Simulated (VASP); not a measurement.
# Si2Mo (MoSi2 type) (I4/mmm) in VASP: a series of runs

The runs below take Si2Mo (MoSi2 type) through single point, with LDA.

All numbers are computed with VASP 6.6.1; they aren't measurements. Logs are shortened: lines on timing, memory, paths and dates and some standing lists are left out, and cuts for length are marked.

## Step 1: The cell of the first run

The structure is tetragonal, space group I4/mmm (No. 139). Conventional cell: a = 2.664 Å, b = 2.664 Å, c = 6.846 Å, α = 90.00°, β = 90.00°, γ = 90.00°. Within 2.9 Å of Mo (site symmetry 4/mmm) lie 10 Si at 2.21 to 2.26 Å and 4 Mo at 2.66 Å. Si (site symmetry 4mm) has 9 Si at 2.18 to 2.66 Å and 5 Mo at 2.21 to 2.26 Å within 2.9 Å.

## Step 2: Single point, LDA

INCAR

```
PREC = Accurate
ENCUT = 520
EDIFF = 1E-7
ISMEAR = -1
SIGMA = 0.05
LREAL = F
LASPH = T
NELM = 100
ALGO = Normal
ISIF = 2
LWAVE = F
LCHARG = F
GGA = CA
NBANDS = 18
```

KPOINTS

```
regular mesh
0
Gamma
  15 15 15
```

POSCAR

```
Si2Mo
1.0
   -1.3319652278      1.3319652278      3.4230049879
    1.3319652278     -1.3319652278      3.4230049879
    1.3319652278      1.3319652278     -3.4230049879
Mo Si
1 2
Direct
    0.0000000000      0.0000000000      0.0000000000
    0.3298981679      0.3298981679      0.0000000000
   -0.3298981679     -0.3298981679      0.0000000000
```

Potentials or basis: VASP PAW LDA potentials, release 64 (Mo_sv, Si).

The run is started by

```bash
> cat potpaw_LDA.64/Mo_sv/POTCAR potpaw_LDA.64/Si/POTCAR > POTCAR
> mpirun -np 1 vasp_std > vasp.out
```

OUTCAR:

```text
PREC = Accurate
   ENCUT = 520
   EDIFF = 1E-7
   ISMEAR = -1
   LREAL = F
   LASPH = T
   NELM = 100
   ISIF = 2
   GGA = CA

 ion  position               nearest neighbor table
   1  0.000  0.000  0.000-   3 2.21   3 2.21   2 2.21   3 2.21   2 2.21   2 2.21   3 2.21   2 2.21
                             2 2.26   3 2.26
   2  0.330  0.330  0.000-   3 2.18   3 2.18   3 2.18   3 2.18   1 2.21   1 2.21   1 2.21   1 2.21
                             1 2.26   3 2.33
   3  0.670  0.670  0.000-   2 2.18   2 2.18   2 2.18   2 2.18   1 2.21   1 2.21   1 2.21   1 2.21
                             1 2.26   2 2.33

  LATTYP: Found a body centered tetragonal cell.
 ALAT       =     2.6639304556
 C/A-ratio  =     2.5698906521

  Lattice vectors:

 A1 = (  -1.3319652278,   1.3319652278,   3.4230049879)
 A2 = (   1.3319652278,  -1.3319652278,   3.4230049879)
 A3 = (   1.3319652278,   1.3319652278,  -3.4230049879)

Analysis of symmetry for initial positions (statically):
=====================================================================
 Subroutine PRICEL returns:
 Original cell was already a primitive cell.

 Routine SETGRP: Setting up the symmetry group for a
 body centered tetragonal supercell.

 Subroutine GETGRP returns: Found 16 space group operations
 (whereof 16 operations were pure point group operations)
 out of a pool of 16 trial point group operations.

The static configuration has the point symmetry D_4h.

Analysis of symmetry for dynamics (positions and initial velocities):
=====================================================================
 Subroutine PRICEL returns:
 Original cell was already a primitive cell.

 Routine SETGRP: Setting up the symmetry group for a
 body centered tetragonal supercell.

 Subroutine GETGRP returns: Found 16 space group operations
 (whereof 16 operations were pure point group operations)
 out of a pool of 16 trial point group operations.

The dynamic configuration has the point symmetry D_4h.

 Subroutine INISYM returns: Found 16 space group operations
 (whereof 16 operations are pure point group operations),
 and found     1 'primitive' translations

----------------------------------------------------------------------------------------

                                     Primitive cell

  volume of cell :      24.2914

  direct lattice vectors                    reciprocal lattice vectors
    -1.331965228  1.331965228  3.423004988     0.000000000  0.375385175  0.146070485
     1.331965228 -1.331965228  3.423004988     0.375385175  0.000000000  0.146070485
     1.331965228  1.331965228 -3.423004988     0.375385175  0.375385175  0.000000000

  length of vectors
     3.907073826  3.907073826  3.907073826     0.402803446  0.402803446  0.530874805

  position of ions in fractional coordinates (direct lattice)
     0.000000000  0.000000000  0.000000000
     0.329898168  0.329898168  0.000000000
     0.670101832  0.670101832  0.000000000

  ion indices of the primitive-cell ions
   primitive index   ion index
                 1           1
                 2           2
                 3           3

----------------------------------------------------------------------------------------

 KPOINTS: regular mesh

Automatic generation of k-mesh.
 Grid dimensions read from file:
 generate k-points for:   15   15   15

 Generating k-lattice:

  Cartesian coordinates                     Fractional coordinates (reciprocal lattice)
     0.000000000  0.025025678  0.009738032     0.066666667  0.000000000  0.000000000
     0.025025678  0.000000000  0.009738032     0.000000000  0.066666667  0.000000000
     0.025025678  0.025025678  0.000000000     0.000000000  0.000000000  0.066666667

  Length of vectors
     0.026853563  0.026853563  0.035391654

  Shift w.r.t. Gamma in fractional coordinates (k-lattice)
     0.000000000  0.000000000  0.000000000

 Subroutine IBZKPT returns following result:
 ===========================================

 Found    288 irreducible k-points:

 Following reciprocal coordinates:
            Coordinates               Weight
  0.000000  0.000000  0.000000      1.000000
  0.066667 -0.000000  0.000000      8.000000
  0.133333  0.000000  0.000000      8.000000
  0.200000  0.000000 -0.000000      8.000000
  0.266667  0.000000  0.000000      8.000000
  0.333333  0.000000 -0.000000      8.000000
[... 16 lines left out ...]
  0.133333  0.133333  0.000000      8.000000
  0.200000  0.133333 -0.000000     16.000000
 [... further k-points ...]
   k-points           NKPTS =    288   k-points in BZ     NKDIM =    288   number of bands    NBANDS=     18
   number of dos      NEDOS =    301   number of ions     NIONS =      3
   total plane-waves  NPLWV =  27000
   dimension x,y,z NGX =    30 NGY =   30 NGZ =   30
   dimension x,y,z NGXF=    60 NGYF=   60 NGZF=   60
   ions per type =               1   2
   NGX,Y,Z   is equivalent  to a cutoff of  12.76, 12.76, 12.76 a.u.
   NGXF,Y,Z  is equivalent  to a cutoff of  25.53, 25.53, 25.53 a.u.
 SYSTEM =  unknown system
   PREC   = accura    normal or accurate (medium, high low for compatibility)
   ISTART =      0    job   : 0-new  1-cont  2-samecut
   ICHARG =      2    charge: 1-file 2-atom 10-const
   ISPIN  =      1    spin polarized calculation?
   LNONCOLLINEAR =      F non collinear calculations
   LSORBIT =      F    spin-orbit coupling
   LASPH  =      T    aspherical Exc in radial PAW
   ENCUT  =  520.0 eV  38.22 Ry    6.18 a.u.   7.26  7.26  7.26*2*pi/ulx,y,z
   NELM   =    100;   NELMIN=  2; NELMDL= -5     # of ELM steps
   EDIFF  = 0.1E-06   stopping-criterion for ELM
   LREAL  =      F    real-space projection
   EDIFFG = 0.1E-05   stopping-criterion for IOM
   NSW    =      0    number of steps for IOM
   IBRION =     -1    ionic relax: 0-MD 1-quasi-New 2-CG
   NFREE  =      0    steps in history (QN), initial steepest desc. (CG)
   ISIF   =      2    stress and relaxation
   ISYM   =      2    0-nonsym 1-usesym 2-fastsym
   POTIM  = 0.5000    time-step for ionic-motion
   TEBEG  =    0.0;   TEEND  =   0.0 temperature during run
   PSTRESS=    0.0 pullay stress
   NELECT =      22.0000    total number of electrons
   NUPDOWN=      -1.0000    fix difference up-down
   EMIN   =  10.00;   EMAX   =-10.00  energy-range for DOS
   EFERMI =   0.00;   METHOD = LEGACY
   ISMEAR =    -1;   SIGMA  =   0.05  broadening in eV -4-tet -1-fermi 0-gaus
   EFERMI_NEDOS =   21; number of points for ismear=-14 and -15
   IALGO  =     38    algorithm
   IMIX   =      4    mixing-type and parameters
     AMIX     =   0.40;   BMIX     =  1.00
     AMIX_MAG =   1.60;   BMIX_MAG =  1.00
  volume/ion in A,a.u.               =       8.10        54.64
  Fermi-wavevector in a.u.,A,eV,Ry     =   1.583913  2.993161 34.134025  2.508780
  Thomas-Fermi vector in A             =   2.683611
   LORBIT       =      0    0 simple, 1 ext, 2 COOP (PROOUT), +10 PAW based schemes
   GGA     = CA    functional components
   LHFCALC =     F    Hartree Fock is set to
   AEXX    =    0.0000 exact exchange contribution
   IVDW    =     0    specifies the selected vdW correction
   LEPSILON=     F    determine dielectric tensor
   LRPA    =     F    only Hartree local field effects (RPA)
 non-spin polarized calculation
  energy-cutoff  :      520.00
  volume of cell :       24.29
 maximum number of plane-waves:       665
 NGX is ok and might be reduce to    30

 number of electron      22.0000001 magnetization

 Free energy of the ion-electron system (eV)
  ---------------------------------------------------
  ext. energy  EPLUGINS =         0.00000000
  ---------------------------------------------------
  free energy    TOTEN  =       -16.65570715 eV

  energy without entropy =      -16.65417545  energy(sigma->0) =      -16.65494130

 E-fermi :  21.4218     XC(G=0): -15.1149

 val. band max:       21.3835960745   @ k =  -0.4000   0.4000   0.3333
 cond. band min:      21.4407280135   @ k =  -0.4667   0.4667   0.4667
 fundamental gap:      0.0571319390
 Fermi energy:        21.4218408129

 k-point     1 :       0.0000    0.0000    0.0000
  band No.  band energies     occupation
      1     -38.6733      2.00000
      2     -13.6812      2.00000
      3     -12.7051      2.00000
      4     -12.7051      2.00000
      5       3.8643      2.00000
      6      11.5718      2.00000
[... 10 lines left out ...]
     17      29.6812      0.00000
     18      29.6812      0.00000

 k-point     2 :       0.0667   -0.0000    0.0000
  band No.  band energies     occupation
      1     -38.6644      2.00000
      2     -13.6750      2.00000
      3     -12.7857      2.00000
      4     -12.6978      2.00000
      5       3.9965      2.00000
      6      11.6825      2.00000
[... 10 lines left out ...]
     17      29.8116      0.00000
     18      30.3366      0.00000

 k-point     3 :       0.1333    0.0000    0.0000
  band No.  band energies     occupation
      1     -38.6395      2.00000
      2     -13.6576      2.00000
      3     -13.0087      2.00000
      4     -12.6770      2.00000
      5       4.3796      2.00000
      6      11.9827      2.00000
[... 10 lines left out ...]
     17      30.6389      0.00000
     18      31.3035      0.00000

 k-point     4 :       0.2000    0.0000   -0.0000
  band No.  band energies     occupation
      1     -38.6025      2.00000
      2     -13.6324      2.00000
      3     -13.3243      2.00000
      4     -12.6462      2.00000
      5       4.9772      2.00000
      6      12.3453      2.00000
[... 375 lines left out ...]
      4     -12.7685      2.00000
      5       4.0857      2.00000
      6      11.8308      2.00000
[... 10 lines left out ...]
     17      29.6524      0.00000
     18      30.7545      0.00000

 k-point    23 :       0.1333    0.1333    0.0000
  band No.  band energies     occupation
      1     -38.6055      2.00000
      2     -13.6502      2.00000
      3     -13.0040      2.00000
      4     -12.9470      2.00000
      5       5.0116      2.00000
      6      12.1464      2.00000
[... 10 lines left out ...]
     17      30.9434      0.00000
     18      31.2811      0.00000

 k-point    24 :       0.2000    0.1333   -0.0000
  band No.  band energies     occupation
      1     -38.5687      2.00000
      2     -13.6282      2.00000
      3     -13.2888      2.00000
      4     -12.9358      2.00000
      5       5.6242      2.00000
      6      12.3153      2.00000
[... 10 lines left out ...]
     17      31.1917      0.00000
     18      32.2241      0.00000

 [... further k-points ...]
[... 5 lines left out ...]
  --------------------------------------------------------------------------------------
  -------------------------------------------------------------------------------------
  Total       44.5071263     44.5071263     44.6098957      0.0000000      0.0000000      0.0000000
  in kB     2935.5321311   2935.5321311   2942.3104386      0.0000000      0.0000000      0.0000000
  external PRESSURE =    2937.7915669 kB  Pullay stress =       0.0000000 kB

 VOLUME and BASIS-vectors are now :
 -----------------------------------------------------------------------------
  energy-cutoff  :      520.00
  volume of cell :       24.29
      direct lattice vectors                 reciprocal lattice vectors
    -1.331965228  1.331965228  3.423004988     0.000000000  0.375385175  0.146070485
     1.331965228 -1.331965228  3.423004988     0.375385175  0.000000000  0.146070485
     1.331965228  1.331965228 -3.423004988     0.375385175  0.375385175  0.000000000

 POSITION                                       TOTAL-FORCE (eV/Angst)
 -----------------------------------------------------------------------------------
      0.00000      0.00000      0.00000         0.000000      0.000000      0.000000
      0.00000      0.00000      2.25849         0.000000      0.000000     -0.047587
      0.00000      0.00000      4.58752        -0.000000     -0.000000      0.047587
 -----------------------------------------------------------------------------------
    total drift:                               -0.000000      0.000000     -0.000000

  FREE ENERGIE OF THE ION-ELECTRON SYSTEM (eV)
  ---------------------------------------------------
  free  energy   TOTEN  =       -16.6557071490 eV

  energy  without entropy=      -16.6541754510  energy(sigma->0) =      -16.65494130
```

It took 2.1 min on 1 thread of Intel Xeon 6975P-C (Granite Rapids), shared host; peak memory 0.24 GiB.

Results:

```yaml
Free_energy: -16.6557 eV
Pressure: 293.8 GPa
Largest_force: 0.048 eV/Å
Band_gap_on_the_k_mesh: zero (band 11 reaches 22.86 eV, above the bottom of band 12 at 20.73 eV)
```

Forces in eV/Å, atoms in the order of the input:
```
Mo   0.000  0.000  0.000
Si   0.000  0.000 -0.048
Si   0.000  0.000  0.048
```

Stress tensor (GPa, compression positive):
```
293.55   0.00   0.00
  0.00 293.55   0.00
  0.00   0.00 294.23
```

Levels at points of the mesh, in eV from the Fermi level:
| k point | band 9 | band 10 | band 11 | band 12 | band 13 | band 14 |
| --- | --- | --- | --- | --- | --- | --- |
| (0.00, 0.00, 0.00) | -3.96 | -2.78 | 0.66 | 1.20 | 6.44 | 6.44 |

## Step 3: Single point, LDA

INCAR

```
SYSTEM = Si2Mo
ALGO = Normal
EDIFF = 1E-6
ENCUT = 520
GGA = CA
ISIF = 2
ISMEAR = -1
LASPH = .TRUE.
LCHARG = .FALSE.
LREAL = .FALSE.
LWAVE = .FALSE.
NBANDS = 18
NELM = 80
PREC = Accurate
SIGMA = 0.05
```

KPOINTS

```
k-points
0
G
  15 15 15
  0 0 0
```

POSCAR is that of step 2.

Potentials or basis: VASP PAW LDA potentials, release 64 (Mo_sv, Si).

The run is started by

```bash
> cat potpaw_LDA.64/Mo_sv/POTCAR potpaw_LDA.64/Si/POTCAR > POTCAR
> mpirun -np 1 vasp_std > vasp.out
```

Run time: 1.9 min. Hardware: 1 thread of Intel Xeon 6975P-C (Granite Rapids), shared host; peak memory 0.24 GiB.

It converged, with:

```
Free energy            : -16.6557 eV
Pressure               : 293.8 GPa
Largest force          : 0.048 eV/Å
Band gap on the k mesh : zero (band 11 reaches 22.86 eV, above the bottom of band 12 at 20.73 eV)
```

Forces in eV/Å, atoms in the order of the input:
```
Mo   0.000  0.000  0.000
Si   0.000  0.000 -0.048
Si   0.000  0.000  0.048
```

Stress tensor (GPa, compression positive):
```
293.55   0.00   0.00
  0.00 293.55   0.00
  0.00   0.00 294.23
```

Levels at points of the mesh, in eV from the Fermi level:
| k point | band 9 | band 10 | band 11 | band 12 | band 13 | band 14 |
| --- | --- | --- | --- | --- | --- | --- |
| (0.00, 0.00, 0.00) | -3.96 | -2.78 | 0.66 | 1.20 | 6.44 | 6.44 |
